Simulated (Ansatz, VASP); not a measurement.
**One calculation of Hf2N, two programs**

```
Hf N
1.0
     5.45441    0.00000    0.00000
     0.00000    5.45441    0.00000
     0.00000    0.00000    3.13063
Hf N
4 2
Direct
  0.29546 0.29546 0.00000
  0.70454 0.70454 0.00000
  0.79546 0.20454 0.50000
  0.20454 0.79546 0.50000
  0.00000 0.00000 0.00000
  0.50000 0.50000 0.50000
```

Change from the starting cell: strain +0.030 along x and y, -0.030 along z, atoms carried along.

Alike in both runs: task single point; functional PBEsol; k mesh 10 × 10 × 14; occupations gaussian, width 0.15 eV; no spin polarisation.

|  | VASP | Ansatz |
| --- | --- | --- |
| version | VASP 6.6.1 | Ansatz 0.2.0 |
| potentials or method | VASP PAW PBE potentials, release 64 (Hf_pv, N), cutoff 520 eV | scalar-relativistic, plane waves, PAW |
| valence electrons in the cell | 50 | 114 |

Ansatz gave:

```
gap on the k mesh at the Fermi level (eV)                     : none
pressure (GPa)                                                : -4.7
traceless stress, the component that is largest in VASP (GPa) : 11.53
rms of the force components (eV/Å)                            : 0.077
```

Problem. Which values does VASP return?

Solution. gap on the k mesh at the Fermi level (eV): none; pressure (GPa): -5.7; traceless stress, the component that is largest in VASP (GPa): 11.43; rms of the force components (eV/Å): 0.083.

VASP's potentials were made for PBE, not for PBEsol. Atom by atom the forces differ by 0.006 eV/Å (rms over components). A gap of «none» marks a metal or a gap that the smearing closes. With one functional, cell and mesh, what is left measures potentials, basis and numerics. VASP's potentials hold 50 valence electrons a cell and Ansatz's 114, so a difference there can come from the potentials and not from the codes.

Neither program's run includes spin-orbit coupling.
